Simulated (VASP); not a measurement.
# CuO (Pm-3m) in VASP: further runs

Runs on CuO. Level: PBE+U. Tasks: relaxation of cell and atoms, single point.

Program: VASP 6.6.1. These are calculated values, not measurements. Logs are shortened: lines on timing, memory, paths and dates and some standing lists are left out, and cuts for length are marked.

## Step 1: The cell of the first run

It takes space group Pm-3m (No. 221, cubic). Conventional cell: a = 2.553 Å, b = 2.553 Å, c = 2.553 Å, α = 90.00°, β = 90.00°, γ = 90.00°. Within 2.9 Å of Cu (site symmetry m-3m) lie 8 O at 2.21 Å and 6 Cu at 2.55 Å. Within 2.9 Å of O (site symmetry m-3m) lie 8 Cu at 2.21 Å and 6 O at 2.55 Å.

## Step 2: Relaxation of cell and atoms, PBE+U

INCAR

```
SYSTEM = CuO
ALGO = Normal
EDIFF = 1E-7
EDIFFG = -0.01
ENCUT = 820
GGA = PE
GGA_COMPAT = .False.
IBRION = 2
ISIF = 3
ISMEAR = -1
LASPH = .True.
LCHARG = .False.
LDAU = .True.
LDAUJ = 0 0
LDAUL = 2 -1
LDAUPRINT = 1
LDAUTYPE = 2
LDAUU = 6 0
LMAXMIX = 4
LREAL = .False.
LWAVE = .False.
NELM = 200
NELMIN = 4
NSW = 60
PREC = Accurate
SIGMA = 0.05
```

KPOINTS

```
k-points
0
Gamma
  10 10 10
  0 0 0
```

POSCAR

```
CuO
1.0
    2.5525506100      0.0000000000      0.0000000000
    0.0000000000      2.5525506100      0.0000000000
    0.0000000000      0.0000000000      2.5525506100
Cu O
1 1
Direct
    0.0000000000      0.0000000000      0.0000000000
    0.5000000000      0.5000000000      0.5000000000
```

Potentials or basis: VASP PAW PBE potentials, release 64 (Cu_sv_GW, O).

Launch:

```sh
$ cat potpaw_PBE.64/Cu_sv_GW/POTCAR potpaw_PBE.64/O/POTCAR > POTCAR
$ mpirun -np 1 vasp_std > vasp.out
```

OUTCAR:

```text
SYSTEM = CuO
   EDIFF = 1E-7
   EDIFFG = -0.01
   ENCUT = 820
   GGA = PE
   IBRION = 2
   ISIF = 3
   ISMEAR = -1
   LASPH = .True.
   LREAL = .False.
   NELM = 200
   NELMIN = 4
   NSW = 60
   PREC = Accurate

 ion  position               nearest neighbor table
   1  0.000  0.000  0.000-   2 2.21   2 2.21   2 2.21   2 2.21   2 2.21   2 2.21   2 2.21   2 2.21

   2  0.500  0.500  0.500-   1 2.21   1 2.21   1 2.21   1 2.21   1 2.21   1 2.21   1 2.21   1 2.21

  LATTYP: Found a simple cubic cell.
 ALAT       =     2.5525506100

  Lattice vectors:

 A1 = (   2.5525506100,   0.0000000000,   0.0000000000)
 A2 = (   0.0000000000,   2.5525506100,   0.0000000000)
 A3 = (   0.0000000000,   0.0000000000,   2.5525506100)

Analysis of symmetry for initial positions (statically):
=====================================================================
 Subroutine PRICEL returns:
 Original cell was already a primitive cell.

 Routine SETGRP: Setting up the symmetry group for a
 simple cubic supercell.

 Subroutine GETGRP returns: Found 48 space group operations
 (whereof 48 operations were pure point group operations)
 out of a pool of 48 trial point group operations.

The static configuration has the point symmetry O_h .

Analysis of symmetry for dynamics (positions and initial velocities):
=====================================================================
 Subroutine PRICEL returns:
 Original cell was already a primitive cell.

 Routine SETGRP: Setting up the symmetry group for a
 simple cubic supercell.

 Subroutine GETGRP returns: Found 48 space group operations
 (whereof 48 operations were pure point group operations)
 out of a pool of 48 trial point group operations.

The dynamic configuration has the point symmetry O_h .

 Subroutine INISYM returns: Found 48 space group operations
 (whereof 48 operations are pure point group operations),
 and found     1 'primitive' translations

----------------------------------------------------------------------------------------

                                     Primitive cell

  volume of cell :      16.6312

  direct lattice vectors                    reciprocal lattice vectors
     2.552550610  0.000000000  0.000000000     0.391765004  0.000000000  0.000000000
     0.000000000  2.552550610  0.000000000     0.000000000  0.391765004  0.000000000
     0.000000000  0.000000000  2.552550610     0.000000000  0.000000000  0.391765004

  length of vectors
     2.552550610  2.552550610  2.552550610     0.391765004  0.391765004  0.391765004

  position of ions in fractional coordinates (direct lattice)
     0.000000000  0.000000000  0.000000000
     0.500000000  0.500000000  0.500000000

  ion indices of the primitive-cell ions
   primitive index   ion index
                 1           1
                 2           2

----------------------------------------------------------------------------------------

 KPOINTS: k-points

Automatic generation of k-mesh.
 Grid dimensions read from file:
 generate k-points for:   10   10   10

 Generating k-lattice:

  Cartesian coordinates                     Fractional coordinates (reciprocal lattice)
     0.039176500  0.000000000  0.000000000     0.100000000  0.000000000  0.000000000
     0.000000000  0.039176500  0.000000000     0.000000000  0.100000000  0.000000000
     0.000000000  0.000000000  0.039176500     0.000000000  0.000000000  0.100000000

  Length of vectors
     0.039176500  0.039176500  0.039176500

  Shift w.r.t. Gamma in fractional coordinates (k-lattice)
     0.000000000  0.000000000  0.000000000

 Subroutine IBZKPT returns following result:
[... 48 lines left out ...]
   NELM   =    200;   NELMIN=  4; NELMDL= -5     # of ELM steps
   EDIFF  = 0.1E-06   stopping-criterion for ELM
   LREAL  =      F    real-space projection
   EDIFFG = -.1E-01   stopping-criterion for IOM
   NSW    =     60    number of steps for IOM
   IBRION =      2    ionic relax: 0-MD 1-quasi-New 2-CG
   NFREE  =      1    steps in history (QN), initial steepest desc. (CG)
   ISIF   =      3    stress and relaxation
   ISYM   =      2    0-nonsym 1-usesym 2-fastsym
   POTIM  = 0.5000    time-step for ionic-motion
   TEBEG  =    0.0;   TEEND  =   0.0 temperature during run
   PSTRESS=    0.0 pullay stress
   NELECT =      25.0000    total number of electrons
   NUPDOWN=      -1.0000    fix difference up-down
   EMIN   =  10.00;   EMAX   =-10.00  energy-range for DOS
   EFERMI =   0.00;   METHOD = LEGACY
   ISMEAR =    -1;   SIGMA  =   0.05  broadening in eV -4-tet -1-fermi 0-gaus
   EFERMI_NEDOS =   21; number of points for ismear=-14 and -15
   IALGO  =     38    algorithm
   IMIX   =      4    mixing-type and parameters
     AMIX     =   0.40;   BMIX     =  1.00
     AMIX_MAG =   1.60;   BMIX_MAG =  1.00
  volume/ion in A,a.u.               =       8.32        56.12
  Fermi-wavevector in a.u.,A,eV,Ry     =   1.875342  3.543882 47.850431  3.516907
  Thomas-Fermi vector in A             =   2.920076
   LORBIT       =      0    0 simple, 1 ext, 2 COOP (PROOUT), +10 PAW based schemes
 LDA+U is selected, type is set to LDAUTYPE =  2
   angular momentum for each species LDAUL =     2   -1
   U (eV)           for each species LDAUU =   6.0  0.0
   J (eV)           for each species LDAUJ =   0.0  0.0
   GGA     = PE    functional components
   LHFCALC =     F    Hartree Fock is set to
   AEXX    =    0.0000 exact exchange contribution
   IVDW    =     0    specifies the selected vdW correction
   LEPSILON=     F    determine dielectric tensor
   LRPA    =     F    only Hartree local field effects (RPA)
 conjugate gradient relaxation of ions
 non-spin polarized calculation
  energy-cutoff  :      820.00
  volume of cell :       16.63
 maximum number of plane-waves:       912
 NGX is ok and might be reduce to    24
   NGX = 11   NGY = 11   NGZ = 11

--------------------------------------- Ionic step        1  -------------------------------------------

 number of electron      24.9999986 magnetization

 Free energy of the ion-electron system (eV)
  ---------------------------------------------------
  ext. energy  EPLUGINS =         0.00000000
  ---------------------------------------------------
  free energy    TOTEN  =        -5.93896708 eV

  energy without entropy =       -5.91153154  energy(sigma->0) =       -5.92524931

------------------------ aborting loop because EDIFF is reached ----------------------------------------

  FORCE on cell =-STRESS in cart. coord.  units (eV):
  Direction    XX          YY          ZZ          XY          YZ          ZX
  --------------------------------------------------------------------------------------
  -------------------------------------------------------------------------------------
  Total        1.8126817      1.8126817      1.8126817      0.0000000     -0.0000000     -0.0000000
  in kB      174.6260574    174.6260574    174.6260574      0.0000000     -0.0000000     -0.0000000
  external PRESSURE =     174.6260574 kB  Pullay stress =       0.0000000 kB
[... 53 lines left out ...]
  FREE ENERGIE OF THE ION-ELECTRON SYSTEM (eV)
  ---------------------------------------------------
  free  energy   TOTEN  =        -5.9920949860 eV

  energy  without entropy=       -5.9592852440  energy(sigma->0) =       -5.97569012

atom =   1  type =  1  l = 2

 onsite density matrix

spin component  1

  0.8933 -0.0000 -0.0000  0.0000  0.0000
 -0.0000  0.8933 -0.0000  0.0000  0.0000
 -0.0000 -0.0000  0.9353 -0.0000  0.0000
  0.0000  0.0000 -0.0000  0.8933 -0.0000
  0.0000  0.0000  0.0000 -0.0000  0.9353

spin component  2

  0.8933 -0.0000 -0.0000  0.0000  0.0000
 -0.0000  0.8933 -0.0000  0.0000  0.0000
 -0.0000 -0.0000  0.9353 -0.0000  0.0000
  0.0000  0.0000 -0.0000  0.8933 -0.0000
  0.0000  0.0000  0.0000 -0.0000  0.9353

 occupancies and eigenvectors

  o =  0.8933  v =  0.0000  0.9811 -0.0000 -0.1935  0.0000  0.0000  0.0000  0.0000  0.0000  0.0000      0.0000  0.0000  0.0000  0.0000  0.0000  0.0000  0.0000  0.0000  0.0000  0.0000
  o =  0.8933  v =  0.0000  0.0000  0.0000  0.0000  0.0000  0.0000  0.9811 -0.0000 -0.1935  0.0000      0.0000  0.0000  0.0000  0.0000  0.0000  0.0000  0.0000  0.0000  0.0000  0.0000
  o =  0.8933  v =  1.0000  0.0000  0.0000  0.0000  0.0000  0.0000  0.0000  0.0000  0.0000  0.0000      0.0000  0.0000  0.0000  0.0000  0.0000  0.0000  0.0000  0.0000  0.0000  0.0000
  o =  0.8933  v =  0.0000  0.0000  0.0000  0.0000  0.0000  1.0000  0.0000  0.0000  0.0000  0.0000      0.0000  0.0000  0.0000  0.0000  0.0000  0.0000  0.0000  0.0000  0.0000  0.0000
  o =  0.8933  v =  0.0000  0.1935  0.0000  0.9811  0.0000  0.0000  0.0000  0.0000  0.0000  0.0000      0.0000  0.0000  0.0000  0.0000  0.0000  0.0000  0.0000  0.0000  0.0000  0.0000
  o =  0.8933  v =  0.0000  0.0000  0.0000  0.0000  0.0000  0.0000  0.1935  0.0000  0.9811  0.0000      0.0000  0.0000  0.0000  0.0000  0.0000  0.0000  0.0000  0.0000  0.0000  0.0000
  o =  0.9353  v =  0.0000  0.0000  0.0000  0.0000  0.0000  0.0000 -0.0000 -0.9975  0.0000  0.0713      0.0000  0.0000  0.0000  0.0000  0.0000  0.0000  0.0000  0.0000  0.0000  0.0000
  o =  0.9353  v =  0.0000 -0.0000 -0.9975  0.0000  0.0713  0.0000  0.0000  0.0000  0.0000  0.0000      0.0000  0.0000  0.0000  0.0000  0.0000  0.0000  0.0000  0.0000  0.0000  0.0000
  o =  0.9353  v =  0.0000  0.0000  0.0000  0.0000  0.0000  0.0000 -0.0000  0.0713 -0.0000  0.9975      0.0000  0.0000  0.0000  0.0000  0.0000  0.0000  0.0000  0.0000  0.0000  0.0000
  o =  0.9353  v =  0.0000 -0.0000  0.0713 -0.0000  0.9975  0.0000  0.0000  0.0000  0.0000  0.0000      0.0000  0.0000  0.0000  0.0000  0.0000  0.0000  0.0000  0.0000  0.0000  0.0000

--------------------------------------- Ionic step        3  -------------------------------------------

 number of electron      25.0000017 magnetization

 Free energy of the ion-electron system (eV)
  ---------------------------------------------------
  ext. energy  EPLUGINS =         0.00000000
  ---------------------------------------------------
  free energy    TOTEN  =        -6.01135135 eV

  energy without entropy =       -5.98046913  energy(sigma->0) =       -5.99591024

 E-fermi :   5.8116     XC(G=0): -13.1852

 val. band max:        5.8066294854   @ k =   0.5000   0.1000   0.0000
 cond. band min:       5.8193425494   @ k =   0.5000   0.3000   0.1000
 fundamental gap:      0.0127130640
 Fermi energy:         5.8116366554

 k-point     1 :       0.0000    0.0000    0.0000
  band No.  band energies     occupation
      1    -104.2027      2.00000
      2     -61.6209      2.00000
      3     -61.6209      2.00000
      4     -61.6209      2.00000
      5     -13.1588      2.00000
      6       1.9433      2.00000
[... 433 lines left out ...]
      3     -61.6221      2.00000
      4     -61.6220      2.00000
      5     -12.2748      2.00000
      6       0.0501      2.00000
[... 8 lines left out ...]
     15      17.7868      0.00000
     16      21.6412      0.00000

 [... further k-points ...]
[... 5 lines left out ...]
  --------------------------------------------------------------------------------------
  -------------------------------------------------------------------------------------
  Total       -0.0006251     -0.0006251     -0.0006251     -0.0000000     -0.0000000      0.0000000
  in kB       -0.0554306     -0.0554306     -0.0554306     -0.0000000     -0.0000000      0.0000000
  external PRESSURE =      -0.0554306 kB  Pullay stress =       0.0000000 kB
[... 17 lines left out ...]
  FREE ENERGIE OF THE ION-ELECTRON SYSTEM (eV)
  ---------------------------------------------------
  free  energy   TOTEN  =        -6.0113513479 eV

  energy  without entropy=       -5.9804691309  energy(sigma->0) =       -5.99591024

 reached required accuracy - stopping structural energy minimisation
```

Wall time 39 s (1 thread of Intel Xeon Platinum 8488C (Sapphire Rapids), shared host); peak memory 0.18 GiB.

What came out:

```
Free energy                           : -6.0114 eV
Relaxed volume                        : 9.03 Å³/atom
Relaxed cell                          : a = 2.624 Å, b = 2.624 Å, c = 2.624 Å, α = 90.00°, β = 90.00°, γ = 90.00°
Space group after relaxing (to 0.1 Å) : Pm-3m (No. 221)
Energy gained by relaxing             : 36.2 meV/atom
Ionic steps                           : 3
Pressure after relaxing               : 0.0 GPa
Band gap on the k mesh                : zero (an odd number of electrons rules out a gap without spin polarisation)
```

Step by step:
```
step  energy change (eV)  largest force (eV/Å)  pressure (GPa)  volume (Å³)
   1              0.0000                0.0000           17.46        16.63
   2             -0.0531                0.0000           -7.04        18.91
   3             -0.0724                0.0000           -0.01        18.07
```

Final structure:
```
Cu O
1.0
     2.62407    0.00000    0.00000
     0.00000    2.62407    0.00000
     0.00000    0.00000    2.62407
Cu O
1 1
Direct
  0.00000 0.00000 0.00000
  0.50000 0.50000 0.50000
```

Levels at points of the mesh, in eV from the Fermi level:
| k point | band 11 | band 12 | band 13 | band 14 | band 15 | band 16 |
| --- | --- | --- | --- | --- | --- | --- |
| (0.00, 0.00, 0.00) | -1.50 | -1.50 | -1.50 | 1.55 | 16.06 | 16.06 |
| (0.50, 0.00, 0.00) | -1.67 | 0.46 | 0.46 | 7.25 | 8.58 | 18.21 |
| (0.50, 0.50, 0.00) | -2.44 | -1.82 | -0.59 | 5.94 | 12.13 | 12.13 |
| (0.50, 0.50, 0.50) | 0.21 | 0.21 | 0.21 | 7.89 | 7.89 | 7.89 |

Eigenvalues of the final occupation matrices:
| site | spin | trace | eigenvalues |
| --- | --- | --- | --- |
| site 1 d | 1 | 4.55 | 0.89 0.89 0.89 0.94 0.94 |
| site 1 d | 2 | 4.55 | 0.89 0.89 0.89 0.94 0.94 |

Caveat: an odd number of electrons without spin polarisation forces a metal; a magnetic or distorted state may lie lower; U without spin polarisation on a metal has little footing.

## Step 3: Single point, PBE+U

This run uses another cell than the first one, of 9.59 Å³/atom.

INCAR

```
SYSTEM = CuO
ALGO = Normal
EDIFF = 1E-6
ENCUT = 820
GGA = PE
GGA_COMPAT = .FALSE.
ISIF = 2
ISMEAR = -1
LASPH = .TRUE.
LCHARG = .TRUE.
LDAU = .TRUE.
LDAUJ = 0 0
LDAUL = 2 -1
LDAUPRINT = 1
LDAUTYPE = 2
LDAUU = 8 0
LELF = .TRUE.
LMAXMIX = 4
LREAL = .FALSE.
LVHAR = .TRUE.
LWAVE = .FALSE.
NBANDS = 20
NELM = 200
PREC = Accurate
SIGMA = 0.05
```

KPOINTS

```
k-points
0
G
  10 10 10
  0 0 0
```

POSCAR

```
CuO
1.0
    2.6768025385      0.0000000000      0.0000000000
    0.0000000000      2.6768025385      0.0000000000
    0.0000000000      0.0000000000      2.6768025385
Cu O
1 1
Direct
    0.0000000000      0.0000000000      0.0000000000
    0.5000000000      0.5000000000      0.5000000000
```

Potentials or basis: VASP PAW PBE potentials, release 64 (Cu_sv_GW, O).

Launch:

```sh
$ cat potpaw_PBE.64/Cu_sv_GW/POTCAR potpaw_PBE.64/O/POTCAR > POTCAR
$ mpirun -np 1 vasp_std > vasp.out
```

Wall time 24 s (1 thread of Intel Xeon 6975P-C (Granite Rapids), shared host); peak memory 0.2 GiB.

The run converged. Its results:

```
Free energy            : -5.2167 eV
Pressure               : -7.3 GPa
Band gap on the k mesh : zero (an odd number of electrons rules out a gap without spin polarisation)
```

Levels at points of the mesh, in eV from the Fermi level:
| k point | band 9 | band 10 | band 11 | band 12 | band 13 | band 14 | band 15 | band 16 | band 17 | band 18 |
| --- | --- | --- | --- | --- | --- | --- | --- | --- | --- | --- |
| (0.00, 0.00, 0.00) | -2.05 | -2.05 | -1.24 | -1.24 | -1.24 | 1.53 | 15.90 | 15.90 | 20.09 | 20.09 |
| (0.50, 0.00, 0.00) | -3.36 | -2.00 | -1.76 | 0.44 | 0.44 | 7.21 | 8.31 | 18.25 | 18.38 | 18.38 |
| (0.50, 0.50, 0.00) | -2.51 | -2.44 | -2.44 | -1.95 | -0.42 | 5.99 | 11.91 | 11.91 | 17.18 | 24.58 |
| (0.50, 0.50, 0.50) | -1.93 | -1.93 | 0.13 | 0.13 | 0.13 | 8.14 | 8.14 | 8.14 | 13.73 | 21.73 |

Eigenvalues of the final occupation matrices:
```tsv
site	spin	trace	eigenvalues
site 1 d	1	4.58	0.90 0.90 0.90 0.94 0.94
site 1 d	2	4.58	0.90 0.90 0.90 0.94 0.94
```

Caveat: the cell stands under tension; an odd number of electrons without spin polarisation forces a metal; a magnetic or distorted state may lie lower; U without spin polarisation on a metal has little footing.

## Step 4: Relaxation of cell and atoms, PBE+U

INCAR

```
SYSTEM = CuO
ALGO = Normal
EDIFF = 1E-7
EDIFFG = -0.01
ENCUT = 820
GGA = PE
GGA_COMPAT = .FALSE.
IBRION = 2
ISIF = 3
ISMEAR = -1
LASPH = .TRUE.
LCHARG = .FALSE.
LDAU = .TRUE.
LDAUJ = 0 0
LDAUL = 2 -1
LDAUPRINT = 1
LDAUTYPE = 2
LDAUU = 2 0
LMAXMIX = 4
LREAL = .FALSE.
LWAVE = .FALSE.
NELM = 200
NELMIN = 4
NSW = 60
PREC = Accurate
SIGMA = 0.05
```

KPOINTS is that of step 3.

POSCAR

```
CuO
1.0
    2.5525506100      0.0000000000      0.0000000000
    0.0000000000      2.5525506100      0.0000000000
    0.0000000000      0.0000000000      2.5525506100
Cu O
1 1
Direct
    0.0000000000      0.0000000000      0.0000000000
    0.5000000000      0.5000000000      0.5000000000
```

Launch:

```sh
$ cat potpaw_PBE.64/Cu_sv_GW/POTCAR potpaw_PBE.64/O/POTCAR > POTCAR
$ mpirun -np 1 vasp_std > vasp.out
```

Wall time 39 s (1 thread of Intel Xeon Platinum 8488C (Sapphire Rapids), shared host); peak memory 0.18 GiB.

The run converged. Its results:

| Property | Result |
| --- | --- |
| Free energy | -7.7322 eV |
| Relaxed volume | 9.05 Å³/atom |
| Relaxed cell | a = 2.625 Å, b = 2.625 Å, c = 2.625 Å, α = 90.00°, β = 90.00°, γ = 90.00° |
| Space group after relaxing (to 0.1 Å) | Pm-3m (No. 221) |
| Energy gained by relaxing | 39.6 meV/atom |
| Ionic steps | 3 |
| Pressure after relaxing | -0.1 GPa |
| Band gap on the k mesh | zero (an odd number of electrons rules out a gap without spin polarisation) |

The path:
```csv
step,energy change (eV),largest force (eV/Å),pressure (GPa),volume (Å³)
1,0.0000,0.0000,18.82,16.63
2,-0.0499,0.0000,-8.83,19.09
3,-0.0792,0.0000,-0.11,18.09
```

Final structure:
```cif
data_structure
_symmetry_space_group_name_H-M 'P 1'
_symmetry_Int_Tables_number 1
_cell_length_a 2.6251
_cell_length_b 2.6251
_cell_length_c 2.6251
_cell_angle_alpha 90.000
_cell_angle_beta 90.000
_cell_angle_gamma 90.000
_cell_volume 18.09
loop_
_atom_site_label
_atom_site_type_symbol
_atom_site_fract_x
_atom_site_fract_y
_atom_site_fract_z
_atom_site_occupancy
Cu1 Cu 0.00000 0.00000 0.00000 1
O1 O 0.50000 0.50000 0.50000 1
```

Levels at points of the mesh, in eV from the Fermi level:
| k point | band 9 | band 10 | band 11 | band 12 | band 13 | band 14 | band 15 | band 16 |
| --- | --- | --- | --- | --- | --- | --- | --- | --- |
| (0.00, 0.00, 0.00) | -1.73 | -1.73 | -1.70 | -1.70 | -1.70 | 1.01 | 15.85 | 15.85 |
| (0.50, 0.00, 0.00) | -3.21 | -1.64 | -1.30 | 0.43 | 0.43 | 6.72 | 8.14 | 17.80 |
| (0.50, 0.50, 0.00) | -2.21 | -2.15 | -2.15 | -1.36 | -0.80 | 5.44 | 11.63 | 11.63 |
| (0.50, 0.50, 0.50) | -1.34 | -1.34 | 0.29 | 0.29 | 0.29 | 7.29 | 7.29 | 7.29 |

Eigenvalues of the final occupation matrices:
```
    site  spin  trace               eigenvalues
site 1 d     1   4.49  0.88 0.88 0.88 0.93 0.93
site 1 d     2   4.49  0.88 0.88 0.88 0.93 0.93
```

Caveat: an odd number of electrons without spin polarisation forces a metal; a magnetic or distorted state may lie lower; U without spin polarisation on a metal has little footing.

[end of part 1 of 2]

The gap in the log of VASP goes by the Fermi energy; the results here count the filled bands.